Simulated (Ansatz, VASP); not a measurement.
# One calculation of AlN, two programs

File POSCAR:

```
AlN
1.0
    3.1066937589      0.0000000000      0.0000000000
   -1.5533468794      2.6904757169      0.0000000000
    0.0000000000      0.0000000000      4.9785915513
Al N
2 2
Direct
    0.3333333333      0.6666666667     -0.0032954729
    0.6666666667      0.3333333333      0.4967045271
    0.3333333333      0.6666666667      0.3782954729
    0.6666666667      0.3333333333      0.8782954729
```

Contents of INCAR.step1:

```
  ALGO = Normal
  EDIFF = 1E-5
  ENCUT = 520
  GGA = PE
  GGA_COMPAT = False
  ISIF = 2
  ISMEAR = 0
  LASPH = True
  LCHARG = False
  LREAL = False
  LWAVE = True
  NBANDS = 16
  NELM = 120
  PREC = Accurate
  SIGMA = 0.01
```

File INCAR.step2:

```
  ALGO = Normal
  EDIFF = 1E-6
  ENCUT = 520
  GGA = PE
  GGA_COMPAT = False
  HFSCREEN = 0.2079
  ISIF = 2
  ISMEAR = 0
  ISTART = 1
  LASPH = True
  LCHARG = False
  LHFCALC = True
  LREAL = False
  LWAVE = False
  NBANDS = 16
  NELM = 120
  PREC = Accurate
  PRECFOCK = Normal
  SIGMA = 0.01
```

File KPOINTS:

```
k-points
0
Gamma
  6 6 4
```

Input for Ansatz:

```yaml
crystal:
  lattice:
    - [3.1066937589, 0.0, 0.0]
    - [-1.5533468794, 2.6904757169, 0.0]
    - [0.0, 0.0, 4.9785915513]
  atoms:
    - { symbol: Al, position: [0.3333333333, 0.6666666667, -0.0032954729] }
    - { symbol: Al, position: [0.6666666667, 0.3333333333, 0.4967045271] }
    - { symbol: "N", position: [0.3333333333, 0.6666666667, 0.3782954729] }
    - { symbol: "N", position: [0.6666666667, 0.3333333333, 0.8782954729] }
kpoints:
  mp_grid: { grid: [6, 6, 4] }
  band_path:
    path:
      - [0.0, 0.0, 0.0]
      - [0.5, 0.0, 0.0]
      - [0.3333333333, 0.3333333333, 0.0]
      - [0.0, 0.0, 0.5]
      - [0.5, 0.0, 0.5]
      - [0.3333333333, 0.3333333333, 0.5]
    npoints: 1
hamiltonian:
  xc: hse06
scf:
  occupations: { method: fixed }
  n_extra_bands: 5
output:
  forces: true
  stress: true
  eigenvalues: true
  write_density: true
  write_potential: true
  elf: true
  volumetric_format: npy
```

Alike in both runs: task single point; functional HSE06; k mesh 6 × 6 × 4; no spin polarisation.

|  | VASP | Ansatz |
| --- | --- | --- |
| version | VASP 6.6.1 | Ansatz 0.2.0 |
| potentials or method | VASP PAW PBE potentials, release 64 (Al, N) | plane waves, PAW |
| plane-wave cutoff (eV) | 520 | 420 |
| occupations | gaussian, width 0.01 eV | fixed |
| valence electrons in the cell | 16 | 16 |

|  | VASP | Ansatz | Ansatz less VASP |
| --- | --- | --- | --- |
| gap on the k mesh at the Fermi level (eV) | 5.59 | 5.60 | +0.007 |
| pressure (GPa) | -0.8 | -0.6 | +0.15 |
| traceless stress, the component that is largest in VASP (GPa) | -0.10 | -0.19 | -0.093 |
| rms of the force components (eV/Å) | 0.004 | 0.006 | +0.0015 |

Atom by atom the forces differ by 0.002 eV/Å (rms over components). Ansatz's warnings: stress exchange threshold loose, stress scf threshold loose.
